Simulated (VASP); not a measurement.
# C (P6_3/mmc) in VASP: single point with PBEsol

Aim: the single point of C with PBEsol.

Everything below comes from runs of VASP 6.6.1. Logs are shortened: lines on timing, memory, paths and dates and some standing lists are left out, and cuts for length are marked.

## Step 1: The cell of the first run

It takes space group P6_3/mmc (No. 194, hexagonal). Conventional cell: a = 2.474 Å, b = 2.474 Å, c = 4.119 Å, α = 90.00°, β = 90.00°, γ = 120.00°. C (site symmetry 3m) has 4 C at 1.52 to 1.54 Å within 2.0 Å.

## Step 2: Single point, PBEsol (strained cell)

INCAR

```
PREC = Accurate
ENCUT = 1300
EDIFF = 1E-6
ISMEAR = 0
SIGMA = 0.02
LREAL = False
LASPH = True
NELM = 120
ALGO = Normal
ISIF = 2
LWAVE = False
LCHARG = False
GGA = PS
NBANDS = 16
GGA_COMPAT = False
```

KPOINTS

```
Automatic mesh
0
Gamma
  9 9 6
```

POSCAR

```
C
1.0
    2.4737402487      0.0000000000      0.0000000000
   -1.2368701244      2.1423218978      0.0000000000
    0.0000000000      0.0000000000      4.1189829197
C
4
Direct
    0.3333333333      0.6666666667     -0.0000837947
    0.6666666667      0.3333333333      0.4999162053
    0.3333333333      0.6666666667      0.3740837947
    0.6666666667      0.3333333333      0.8740837947
```

Potentials or basis: VASP PAW PBE potentials, release 64 (C_h).

Run with:

```bash
cat potpaw_PBE.64/C_h/POTCAR > POTCAR
mpirun -np 1 vasp_std > vasp.out
```

OUTCAR:

```text
PREC = Accurate
   ENCUT = 1300
   EDIFF = 1E-6
   ISMEAR = 0
   LREAL = False
   LASPH = True
   NELM = 120
   ISIF = 2
   GGA = PS

 ion  position               nearest neighbor table
   1  0.333  0.667  1.000-   4 1.52   4 1.52   4 1.52
   2  0.667  0.333  0.500-   3 1.52   3 1.52   3 1.52
   3  0.333  0.667  0.374-   2 1.52   2 1.52   2 1.52
   4  0.667  0.333  0.874-   1 1.52   1 1.52   1 1.52

  LATTYP: Found a hexagonal cell.
 ALAT       =     2.4737402487
 C/A-ratio  =     1.6650830344

  Lattice vectors:

 A1 = (   2.4737402487,   0.0000000000,   0.0000000000)
 A2 = (  -1.2368701244,   2.1423218978,   0.0000000000)
 A3 = (   0.0000000000,   0.0000000000,   4.1189829197)

Analysis of symmetry for initial positions (statically):
=====================================================================
 Subroutine PRICEL returns:
 Original cell was already a primitive cell.

 Routine SETGRP: Setting up the symmetry group for a
 hexagonal supercell.

 Subroutine GETGRP returns: Found 24 space group operations
 (whereof  6 operations were pure point group operations)
 out of a pool of 24 trial point group operations.

The static configuration has the point symmetry C_3v.
 The point group associated with its full space group is D_6h.

Analysis of symmetry for dynamics (positions and initial velocities):
=====================================================================
 Subroutine PRICEL returns:
 Original cell was already a primitive cell.

 Routine SETGRP: Setting up the symmetry group for a
 hexagonal supercell.

 Subroutine GETGRP returns: Found 24 space group operations
 (whereof  6 operations were pure point group operations)
 out of a pool of 24 trial point group operations.

The dynamic configuration has the point symmetry C_3v.
 The point group associated with its full space group is D_6h.

 Subroutine INISYM returns: Found 24 space group operations
 (whereof  6 operations are pure point group operations),
 and found     1 'primitive' translations

----------------------------------------------------------------------------------------

                                     Primitive cell

  volume of cell :      21.8287

  direct lattice vectors                    reciprocal lattice vectors
     2.473740249  0.000000000  0.000000000     0.404246161  0.233391630  0.000000000
    -1.236870124  2.142321898  0.000000000     0.000000000  0.466783260  0.000000000
     0.000000000  0.000000000  4.118982920     0.000000000  0.000000000  0.242778380

  length of vectors
     2.473740249  2.473740249  4.118982920     0.466783260  0.466783260  0.242778380

  position of ions in fractional coordinates (direct lattice)
     0.333333333  0.666666667  0.999916205
     0.666666667  0.333333333  0.499916205
     0.333333333  0.666666667  0.374083795
     0.666666667  0.333333333  0.874083795

  ion indices of the primitive-cell ions
   primitive index   ion index
                 1           1
                 2           2
                 3           3
                 4           4

----------------------------------------------------------------------------------------

 KPOINTS: Automatic mesh

Automatic generation of k-mesh.
 Grid dimensions read from file:
 generate k-points for:    9    9    6

 Generating k-lattice:

  Cartesian coordinates                     Fractional coordinates (reciprocal lattice)
     0.044916240  0.025932403  0.000000000     0.111111111  0.000000000  0.000000000
     0.000000000  0.051864807  0.000000000     0.000000000  0.111111111  0.000000000
     0.000000000  0.000000000  0.040463063     0.000000000  0.000000000  0.166666667

  Length of vectors
     0.051864807  0.051864807  0.040463063

  Shift w.r.t. Gamma in fractional coordinates (k-lattice)
     0.000000000  0.000000000  0.000000000

 Subroutine IBZKPT returns following result:
 ===========================================

 Found     48 irreducible k-points:

 Following reciprocal coordinates:
            Coordinates               Weight
  0.000000  0.000000  0.000000      1.000000
  0.111111  0.000000  0.000000      6.000000
  0.222222  0.000000  0.000000      6.000000
  0.333333  0.000000  0.000000      6.000000
  0.444444  0.000000  0.000000      6.000000
  0.111111  0.111111  0.000000      6.000000
[... 16 lines left out ...]
  0.333333  0.222222  0.166667     24.000000
  0.333333  0.333333  0.166667      4.000000
 [... further k-points ...]
   k-points           NKPTS =     48   k-points in BZ     NKDIM =     48   number of bands    NBANDS=     16
   number of dos      NEDOS =    301   number of ions     NIONS =      4
   total plane-waves  NPLWV =  43200
   dimension x,y,z NGX =    30 NGY =   30 NGZ =   48
   dimension x,y,z NGXF=    60 NGYF=   60 NGZF=   96
   ions per type =               4
   NGX,Y,Z   is equivalent  to a cutoff of  20.16, 20.16, 19.37 a.u.
   NGXF,Y,Z  is equivalent  to a cutoff of  40.32, 40.32, 38.75 a.u.
 SYSTEM =  unknown system
   PREC   = accura    normal or accurate (medium, high low for compatibility)
   ISTART =      0    job   : 0-new  1-cont  2-samecut
   ICHARG =      2    charge: 1-file 2-atom 10-const
   ISPIN  =      1    spin polarized calculation?
   LNONCOLLINEAR =      F non collinear calculations
   LSORBIT =      F    spin-orbit coupling
   LASPH  =      T    aspherical Exc in radial PAW
   ENCUT  = 1300.0 eV  95.55 Ry    9.77 a.u.   7.27  7.27 12.11*2*pi/ulx,y,z
   NELM   =    120;   NELMIN=  2; NELMDL= -5     # of ELM steps
   EDIFF  = 0.1E-05   stopping-criterion for ELM
   LREAL  =      F    real-space projection
   EDIFFG = 0.1E-04   stopping-criterion for IOM
   NSW    =      0    number of steps for IOM
   IBRION =     -1    ionic relax: 0-MD 1-quasi-New 2-CG
   NFREE  =      0    steps in history (QN), initial steepest desc. (CG)
   ISIF   =      2    stress and relaxation
   ISYM   =      2    0-nonsym 1-usesym 2-fastsym
   POTIM  = 0.5000    time-step for ionic-motion
   TEBEG  =    0.0;   TEEND  =   0.0 temperature during run
   PSTRESS=    0.0 pullay stress
   NELECT =      16.0000    total number of electrons
   NUPDOWN=      -1.0000    fix difference up-down
   EMIN   =  10.00;   EMAX   =-10.00  energy-range for DOS
   EFERMI =   0.00;   METHOD = LEGACY
   ISMEAR =     0;   SIGMA  =   0.02  broadening in eV -4-tet -1-fermi 0-gaus
   EFERMI_NEDOS =   21; number of points for ismear=-14 and -15
   IALGO  =     38    algorithm
   IMIX   =      4    mixing-type and parameters
     AMIX     =   0.40;   BMIX     =  1.00
     AMIX_MAG =   1.60;   BMIX_MAG =  1.00
  volume/ion in A,a.u.               =       5.46        36.83
  Fermi-wavevector in a.u.,A,eV,Ry     =   1.476064  2.789357 29.643901  2.178765
  Thomas-Fermi vector in A             =   2.590637
   LORBIT       =      0    0 simple, 1 ext, 2 COOP (PROOUT), +10 PAW based schemes
   GGA     = PS    functional components
   LHFCALC =     F    Hartree Fock is set to
   AEXX    =    0.0000 exact exchange contribution
   IVDW    =     0    specifies the selected vdW correction
   LEPSILON=     F    determine dielectric tensor
   LRPA    =     F    only Hartree local field effects (RPA)
 non-spin polarized calculation
 Gauss-broadening in eV      SIGMA  =   0.02
  energy-cutoff  :     1300.00
  volume of cell :       21.83
 maximum number of plane-waves:      2364
 NGX is ok and might be reduce to    30
   NGX = 15   NGY = 15   NGZ = 25

 number of electron      16.0000000 magnetization

 Free energy of the ion-electron system (eV)
  ---------------------------------------------------
  ext. energy  EPLUGINS =         0.00000000
  ---------------------------------------------------
  free energy    TOTEN  =       -38.42751051 eV

  energy without entropy =      -38.42751051  energy(sigma->0) =      -38.42751051

 E-fermi :  12.0557     XC(G=0): -13.7631

 val. band max:       11.8558647701   @ k =   0.0000   0.0000   0.0000
 cond. band min:      14.7751867689   @ k =   0.3333   0.3333   0.0000
 fundamental gap:      2.9193219988
 Fermi energy:        12.0556927386

 k-point     1 :       0.0000    0.0000    0.0000
  band No.  band energies     occupation
      1     -10.5347      2.00000
      2      -4.6893      2.00000
      3      -2.4098      2.00000
      4       8.6320      2.00000
      5       8.6320      2.00000
      6      11.2995      2.00000
[... 8 lines left out ...]
     15      26.9983      0.00000
     16      30.0727      0.00000

 k-point     2 :       0.1111    0.0000    0.0000
  band No.  band energies     occupation
      1     -10.2190      2.00000
      2      -4.4069      2.00000
      3      -2.1106      2.00000
      4       7.1486      2.00000
      5       8.0044      2.00000
      6      10.5981      2.00000
[... 8 lines left out ...]
     15      27.3235      0.00000
     16      28.3475      0.00000

 k-point     3 :       0.2222    0.0000    0.0000
  band No.  band energies     occupation
      1      -9.2781      2.00000
      2      -3.5642      2.00000
      3      -1.2502      2.00000
      4       4.0503      2.00000
      5       6.7884      2.00000
      6       7.9518      2.00000
[... 8 lines left out ...]
     15      26.4346      0.00000
     16      28.0850      0.00000

 k-point     4 :       0.3333    0.0000    0.0000
  band No.  band energies     occupation
      1      -7.7378      2.00000
      2      -2.1802      2.00000
      3      -0.2980      2.00000
      4       1.1023      2.00000
      5       5.0278      2.00000
      6       5.7438      2.00000
[... 8 lines left out ...]
     15      27.2183      0.00000
     16      28.4367      0.00000

 k-point     5 :       0.4444    0.0000    0.0000
  band No.  band energies     occupation
      1      -5.7302      2.00000
      2      -2.5598      2.00000
      3      -0.3399      2.00000
      4       1.8696      2.00000
      5       2.3402      2.00000
      6       5.1734      2.00000
[... 8 lines left out ...]
     15      28.7338      0.00000
     16      30.2195      0.00000

 k-point     6 :       0.1111    0.1111    0.0000
  band No.  band energies     occupation
      1      -9.5906      2.00000
      2      -3.8443      2.00000
      3      -1.5287      2.00000
      4       5.2454      2.00000
      5       6.6344      2.00000
      6       8.9408      2.00000
[... 8 lines left out ...]
     15      27.2306      0.00000
     16      27.9967      0.00000

 k-point     7 :       0.2222    0.1111    0.0000
  band No.  band energies     occupation
      1      -8.3484      2.00000
      2      -2.7304      2.00000
      3      -0.4886      2.00000
      4       2.4510      2.00000
      5       5.0770      2.00000
      6       6.4720      2.00000
[... 8 lines left out ...]
     15      26.7897      0.00000
     16      27.6285      0.00000

 k-point     8 :       0.3333    0.1111    0.0000
  band No.  band energies     occupation
      1      -6.5450      2.00000
      2      -1.1027      2.00000
      3      -1.1011      2.00000
      4       1.4475      2.00000
      5       3.7552      2.00000
      6       4.1729      2.00000
[... 8 lines left out ...]
     15      27.9275      0.00000
     16      28.7221      0.00000

 k-point     9 :       0.4444    0.1111    0.0000
  band No.  band energies     occupation
      1      -4.8315      2.00000
      2      -3.1786      2.00000
      3       0.5376      2.00000
      4       1.7138      2.00000
      5       2.3155      2.00000
      6       3.9887      2.00000
[... 8 lines left out ...]
     15      28.8765      0.00000
     16      30.2983      0.00000
[... 172 lines left out ...]
 k-point    19 :       0.2222    0.1111    0.1667
  band No.  band energies     occupation
      1      -8.1590      2.00000
      2      -3.8579      2.00000
      3       0.8175      2.00000
      4       2.7152      2.00000
      5       5.2194      2.00000
      6       5.8794      2.00000
[... 8 lines left out ...]
     15      26.0973      0.00000
     16      27.9032      0.00000

 k-point    20 :       0.3333    0.1111    0.1667
  band No.  band energies     occupation
      1      -6.3597      2.00000
      2      -2.2232      2.00000
      3      -0.7700      2.00000
      4       2.4768      2.00000
      5       3.1907      2.00000
      6       4.3762      2.00000
[... 8 lines left out ...]
     15      27.3314      0.00000
     16      29.5760      0.00000

 k-point    21 :       0.4444    0.1111    0.1667
  band No.  band energies     occupation
      1      -4.6550      2.00000
      2      -3.0033      2.00000
      3      -0.5399      2.00000
      4       0.9970      2.00000
      5       3.4263      2.00000
      6       4.3172      2.00000
[... 8 lines left out ...]
     15      28.1354      0.00000
     16      30.3655      0.00000

 k-point    22 :       0.2222    0.2222    0.1667
  band No.  band energies     occupation
      1      -6.6471      2.00000
      2      -2.4652      2.00000
      3       0.3531      2.00000
      4       2.6764      2.00000
      5       2.8733      2.00000
      6       4.2032      2.00000
[... 8 lines left out ...]
     15      25.7978      0.00000
     16      28.3434      0.00000

 k-point    23 :       0.3333    0.2222    0.1667
  band No.  band energies     occupation
      1      -4.6889      2.00000
      2      -1.9233      2.00000
      3      -0.5068      2.00000
      4       1.6697      2.00000
      5       2.1252      2.00000
      6       4.0053      2.00000
[... 8 lines left out ...]
     15      27.3728      0.00000
     16      28.8047      0.00000

 k-point    24 :       0.3333    0.3333    0.1667
  band No.  band energies     occupation
      1      -2.9450      2.00000
      2      -2.9450      2.00000
      3       0.3564      2.00000
      4       1.0942      2.00000
      5       1.0942      2.00000
      6       3.9985      2.00000
[... 8 lines left out ...]
     15      27.9400      0.00000
     16      27.9400      0.00000

 [... further k-points ...]
[... 5 lines left out ...]
  --------------------------------------------------------------------------------------
  -------------------------------------------------------------------------------------
  Total        1.9737960      1.9737960      2.0175215     -0.0000000     -0.0000000      0.0000000
  in kB      144.8718627    144.8718627    148.0812056     -0.0000000     -0.0000000      0.0000000
  external PRESSURE =     145.9416436 kB  Pullay stress =       0.0000000 kB

 VOLUME and BASIS-vectors are now :
 -----------------------------------------------------------------------------
  energy-cutoff  :     1300.00
  volume of cell :       21.83
      direct lattice vectors                 reciprocal lattice vectors
     2.473740249  0.000000000  0.000000000     0.404246161  0.233391630  0.000000000
    -1.236870124  2.142321898  0.000000000     0.000000000  0.466783260  0.000000000
     0.000000000  0.000000000  4.118982920     0.000000000  0.000000000  0.242778380

 POSITION                                       TOTAL-FORCE (eV/Angst)
 -----------------------------------------------------------------------------------
     -0.00000      1.42821      4.11864        -0.000000      0.000000     -0.000228
      1.23687      0.71411      2.05915         0.000000     -0.000000     -0.000228
     -0.00000      1.42821      1.54084        -0.000000      0.000000      0.000228
      1.23687      0.71411      3.60034         0.000000     -0.000000      0.000228
 -----------------------------------------------------------------------------------
    total drift:                               -0.000000      0.000000      0.000002

  FREE ENERGIE OF THE ION-ELECTRON SYSTEM (eV)
  ---------------------------------------------------
  free  energy   TOTEN  =       -38.4275105096 eV

  energy  without entropy=      -38.4275105096  energy(sigma->0) =      -38.42751051
```

Wall time 21 s (1 thread of AMD EPYC 9R45 (Zen 5), shared host); peak memory 0.18 GiB.

Results:

- Free energy: -38.4275 eV
- Pressure: 14.6 GPa
- Band gap on the k mesh: 2.92 eV (least direct gap 4.96 eV)

Caveat: the cell differs from its parent crystal (strained cell); the cell stands under pressure; the PAW data sets were made with another functional, which shifts forces and pressure a little. A k mesh can miss the band edges.
